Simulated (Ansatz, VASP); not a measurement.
This is a calculation of CdSe for VASP 6.6.1.

INCAR

```
  PREC = Accurate
  ENCUT = 600
  EDIFF = 1E-6
  ISMEAR = -1
  SIGMA = 0.05
  LREAL = False
  LASPH = True
  NELM = 100
  ALGO = Normal
  ISIF = 3
  LWAVE = False
  LCHARG = False
  GGA = B5
  ALDAX = 1.0
  AGGAX = 1.0
  AGGAC = 1.0
  ALDAC = 0.0
  IVDW = 13
  VDW_S6 = 1.0
  VDW_S8 = 2.34076671
  VDW_A1 = 0.44488865
  VDW_A2 = 4.0933009
  IBRION = 2
  NSW = 60
  EDIFFG = -0.01
```

File KPOINTS:

```
regular mesh
0
Gamma
  7 7 4
```

The input POSCAR:

```
CdSe
1.0
    4.3000000000      0.0000000000      0.0000000000
   -2.1500000000      3.7239092363      0.0000000000
    0.0000000000      0.0000000000      7.0200000000
Cd Se
2 2
Direct
    0.6666666667      0.3333333333      0.5000000000
    0.3333333333      0.6666666667      0.0000000000
    0.6666666667      0.3333333333      0.8850000000
    0.3333333333      0.6666666667      0.3850000000
```

Potentials or basis: VASP PAW PBE potentials, release 64 (Cd, Se).

The run is started by

```sh
$ cat potpaw_PBE.64/Cd/POTCAR potpaw_PBE.64/Se/POTCAR > POTCAR
$ mpirun -np 1 vasp_std > vasp.out
```

Problem. Translate it to Ansatz 0.2.0. Potentials there: Ansatz PAW.

Solution. As run (the cutoff follows the program's own potentials):

Contents of input.yaml:

```yaml
crystal:
  lattice:
    - [4.3, 0.0, 0.0]
    - [-2.15, 3.7239092363, 0.0]
    - [0.0, 0.0, 7.02]
  atoms:
    - { symbol: Cd, position: [0.6666666667, 0.3333333333, 0.5] }
    - { symbol: Cd, position: [0.3333333333, 0.6666666667, 0.0] }
    - { symbol: Se, position: [0.6666666667, 0.3333333333, 0.885] }
    - { symbol: Se, position: [0.3333333333, 0.6666666667, 0.385] }
hamiltonian:
  xc: blyp
  pseudopotentials: { kind: paw }
  dispersion: d4
kpoints:
  mp_grid: { grid: [7, 7, 4] }
scf:
  occupations: { method: fermi_dirac, width: 0.05 }
output:
  forces: true
  stress: true
relax:
  f_tol: 0.01
  max_steps: 40
  cell: { stress_tol: 0.05 }
```

Potentials or basis: Ansatz PAW.

Launch:

```sh
$ ansatz run input.yaml --threads 2 --pin off --max-ram 5632MiB --backend cpu --events-out ev --progress --plain --runs-dir out
```

Both were run:

|  | VASP | Ansatz | Ansatz less VASP |
| --- | --- | --- | --- |
| relaxed volume (Å³/atom) | 29.29 | 29.08 | -0.215 |
| relaxed length of the cell vector where the two differ most in proportion (Å) | 7.138 | 7.119 | -0.0184 |

VASP's potentials were made for PBE, not for BLYP. VASP's potentials hold 36 valence electrons a cell and Ansatz's 72, so a difference there can come from the potentials and not from the codes.

Noted on Ansatz's run: odd divisions of the mesh miss points on the zone boundary, where band edges often lie, so the gap on the mesh can be too wide; the plane-wave basis is chosen anew once the cell has moved, so the energies of steps on either side of that aren't comparable.
